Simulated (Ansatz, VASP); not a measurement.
## Two plane-wave programs on CdSe

Contents of INCAR:

```
SYSTEM = CdSe
PREC     = Accurate       ! precision mode
ENCUT    = 520            ! plane-wave cutoff, eV
EDIFF    = 1E-6           ! SCF threshold, eV
ISMEAR   = 0              ! smearing method
SIGMA    = 0.05           ! smearing width, eV
LREAL    = .FALSE.        ! projectors in reciprocal space
LASPH    = .TRUE.         ! aspherical terms in the spheres
NELM     = 60             ! most SCF steps
ALGO     = Normal         ! electronic algorithm
ISIF     = 2              ! what is computed and relaxed
LWAVE    = .FALSE.        ! write WAVECAR
LCHARG   = .TRUE.         ! write CHGCAR
GGA      = PE             ! functional
LELF     = .TRUE.         ! ELF
LVHAR    = .TRUE.       
NBANDS   = 16             ! bands
```

File KPOINTS:

```
Automatic mesh
0
G
  10 10 10
  0 0 0
```

Contents of POSCAR:

```
CdSe
1.0
    0.0000000000      3.2048753808      3.2048753808
    3.2048753808      0.0000000000      3.2048753808
    3.2048753808      3.2048753808      0.0000000000
Cd Se
1 1
Direct
    0.0000000000      0.0000000000      0.0000000000
    0.7500000000      0.7500000000      0.7500000000
```

Input for Ansatz:

```yaml
crystal:
  lattice:
    - [0.0, 3.2048753808, 3.2048753808]
    - [3.2048753808, 0.0, 3.2048753808]
    - [3.2048753808, 3.2048753808, 0.0]
  atoms:
    - { symbol: Cd, position: [0.0, 0.0, 0.0] }
    - { symbol: Se, position: [0.75, 0.75, 0.75] }
basis:
  ecutwfc: 420
kpoints:
  mp_grid: { grid: [10, 10, 10] }
hamiltonian:
  xc: pbe
scf:
  occupations: { method: gaussian, width: 0.05 }
output:
  forces: true
  stress: true
  eigenvalues: true
```

Alike in both runs: task single point; functional PBE; k mesh 10 × 10 × 10; occupations gaussian, width 0.05 eV; no spin polarisation.

```csv
,VASP,Ansatz
version,VASP 6.6.1,Ansatz 0.2.0
potentials or method,"VASP PAW PBE potentials, release 64 (Cd, Se), cutoff 520 eV","scalar-relativistic, plane waves, PAW"
valence electrons in the cell,18,36
```

|  | VASP | Ansatz | Ansatz less VASP |
| --- | --- | --- | --- |
| gap on the k mesh at the Fermi level (eV) | 0.28 | 0.29 | +0.003 |
| least direct gap on the mesh (eV) | 0.28 | 0.29 | +0.003 |
| pressure (GPa) | -3.4 | -3.6 | -0.16 |

VASP's potentials hold 18 valence electrons a cell and Ansatz's 36, so a difference there can come from the potentials and not from the codes.
